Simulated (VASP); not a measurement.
# GaP: G0W0 quasiparticle levels with PBE

GaP:

```
Ga P
1.0
     0.00000    2.72525    2.72525
     2.72525    0.00000    2.72525
     2.72525    2.72525    0.00000
Ga P
1 1
Direct
  0.00000 0.00000 0.00000
  0.75000 0.75000 0.75000
```

| Quantity | Value |
| --- | --- |
| Program | VASP 6.6.1 |
| Task | G0W0 quasiparticle levels |
| Functional | PBE |
| Potentials or basis | VASP PAW PBE potentials, release 64 (Ga_d_GW, P_GW) |
| Cutoff | 500 eV |
| k mesh | 6 × 6 × 6 |
| Occupations | gaussian, width 0.01 eV |
| Spin | no spin polarisation |
| Dipole correction | no |
| GW scheme | G0W0 |
| GW iterations | 1 |
| Cutoff of the response function | 200 |
| Frequency points | 48 |
| Empty bands | 299 |
| Further INCAR settings | ALGO = EVGW0; EDIFF = 1e-08; NBANDS = 308 |

| Item | Value |
| --- | --- |
| Quasiparticle gap | 2.23 eV |
| Least direct quasiparticle gap | 2.72 eV |
| Band gap of the starting levels on the mesh | 1.65 eV |
| Least direct gap of the starting levels on the mesh | 1.82 eV |

Run time: 21 min on 1 thread of Intel(R) Xeon(R) 6975P-C (Granite Rapids), on a shared host, peak memory 1.7 GiB.

Caveat: bands, screening cutoff and mesh are small and nothing is extrapolated, so the quasiparticle values aren't converged.
